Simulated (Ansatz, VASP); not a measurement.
# TiSi in VASP and in Ansatz

The input INCAR:

```
  ALGO = Normal
  EDIFF = 1E-6
  ENCUT = 520
  GGA = PS
  ISIF = 2
  ISMEAR = 0
  LASPH = T
  LCHARG = T
  LELF = T
  LREAL = F
  LVHAR = T
  LWAVE = F
  NBANDS = 42
  NELM = 80
  PREC = Accurate
  SIGMA = 0.15
```

KPOINTS

```
k-points
0
Gamma
  12 6 10
```

The input POSCAR:

```
TiSi
1.0
    3.6007916910      0.0000000000      0.0000000000
    0.0000000000      7.5785650265      0.0000000000
    0.0000000000      0.0000000000      4.1428981957
Ti Si
4 4
Direct
    0.0000000000      0.4881244009      0.0507500000
    0.5000000000      0.4881244009      0.5507500000
    0.5000000000      0.0118755991      0.5507500000
    0.0000000000      0.0118755991      0.0507500000
    0.0000000000      0.7500000000      0.5507500000
    0.0000000000      0.2500000000      0.5507500000
    0.5000000000      0.2500000000      0.0507500000
    0.5000000000      0.7500000000      0.0507500000
```

Input for Ansatz:

```yaml
crystal:
  lattice:
    - [3.600791691, 0.0, 0.0]
    - [0.0, 7.5785650265, 0.0]
    - [0.0, 0.0, 4.1428981957]
  atoms:
    - { symbol: Ti, position: [0.0, 0.4881244009, 0.05075] }
    - { symbol: Ti, position: [0.5, 0.4881244009, 0.55075] }
    - { symbol: Ti, position: [0.5, 0.0118755991, 0.55075] }
    - { symbol: Ti, position: [0.0, 0.0118755991, 0.05075] }
    - { symbol: Si, position: [0.0, 0.75, 0.55075] }
    - { symbol: Si, position: [0.0, 0.25, 0.55075] }
    - { symbol: Si, position: [0.5, 0.25, 0.05075] }
    - { symbol: Si, position: [0.5, 0.75, 0.05075] }
basis:
  ecutwfc: 420
kpoints:
  mp_grid: { grid: [12, 6, 10] }
hamiltonian:
  xc: pbesol
scf:
  occupations: { method: gaussian, width: 0.15 }
output:
  forces: true
  stress: true
  eigenvalues: true
```

Change from the starting cell: mode 12 (228.4 1/cm) frozen in, largest displacement +0.090 Å.

Alike in both runs: task single point; functional PBEsol; k mesh 12 × 6 × 10; occupations gaussian, width 0.15 eV; no spin polarisation.

|  | VASP | Ansatz |
| --- | --- | --- |
| version | VASP 6.6.1 | Ansatz 0.2.0 |
| potentials or method | VASP PAW PBE potentials, release 64 (Ti_sv, Si), cutoff 520 eV | scalar-relativistic, plane waves, PAW |
| valence electrons in the cell | 64 | 64 |

Ansatz gave:

```
gap on the k mesh at the Fermi level (eV)                     : none
pressure (GPa)                                                : 0.7
traceless stress, the component that is largest in VASP (GPa) : -0.50
rms of the force components (eV/Å)                            : 0.329
```

**Question.** What did VASP give for the same quantities?

**Answer.** gap on the k mesh at the Fermi level (eV): none; pressure (GPa): 0.8; traceless stress, the component that is largest in VASP (GPa): -0.43; rms of the force components (eV/Å): 0.330.

VASP's potentials were made for PBE, not for PBEsol. Atom by atom the forces differ by 0.001 eV/Å (rms over components). A gap of «none» marks a metal or a gap that the smearing closes.
